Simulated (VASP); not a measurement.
# HfO2: single point with r2SCAN

The system is HfO2.

```
Hf O
1.0
     0.00000    2.52931    2.52931
     2.52931    0.00000    2.52931
     2.52931    2.52931    0.00000
Hf O
1 2
Direct
  0.00000 0.00000 0.00000
  0.75000 0.75000 0.75000
  0.25000 0.25000 0.25000
```

```yaml
Program: VASP 6.6.1
Task: single point
Functional: r2SCAN
Potentials_or_basis: VASP PAW PBE potentials, release 64 (Hf_pv, O)
Cutoff: 660 eV
k_mesh: 6 × 6 × 6
Occupations: gaussian, width 0.01 eV
Spin: no spin polarisation
```

The pressure is -4.3 GPa and the band gap on the k mesh is 4.32 eV, direct.

Levels at points of the mesh, in eV from the valence-band top:
```
           k point  band 7  band 8  band 9  band 10  band 11  band 12  band 13  band 14  band 15  band 16
(0.00, 0.00, 0.00)   -5.48   -5.48   -0.64    -0.64    -0.64     4.42     4.42     6.52    11.09    11.09
(0.50, 0.00, 0.00)   -4.40   -3.08   -2.82    -1.90    -1.90     5.13     5.13     7.56     9.64    10.02
(0.50, 0.50, 0.00)   -3.59   -3.59   -1.56    -1.56     0.00     4.32     6.05     7.24     8.73     8.73
```

Wall time 57 s on 1 thread of Intel Xeon 6975P-C, on a shared host, peak memory 0.17 GiB.

Caveat: the PAW data sets were made with another functional, which shifts forces and pressure a little; spin-orbit coupling is left out, which moves the levels of the heavy elements. A k mesh can miss the band edges.
